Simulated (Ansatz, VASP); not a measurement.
**Rb: VASP beside Ansatz**

```
Rb
1.0
     0.00000    5.19796    5.19796
     5.19796    0.00000    5.19796
     5.19796    5.19796    0.00000
Rb
2
Direct
  0.12500 0.12500 0.12500
  0.87500 0.87500 0.87500
```

Alike in both runs: functional PBE; k mesh 6 × 6 × 6; occupations fermi-dirac, width 0.1 eV; no spin polarisation.

Ansatz relaxed the structure, and its values are those at the end. VASP's run is a single point on that final structure, the one shown.

|  | VASP | Ansatz |
| --- | --- | --- |
| version | VASP 6.6.1 | Ansatz 0.2.0 |
| potentials or method | VASP PAW PBE potentials, release 64 (Rb_sv), cutoff 520 eV | plane waves (420 eV) with PAW, scalar-relativistic |
| valence electrons in the cell | 18 | 18 |

|  | VASP | Ansatz | Ansatz less VASP |
| --- | --- | --- | --- |
| pressure (GPa) | 0.0 | 0.0 | 0.00 |
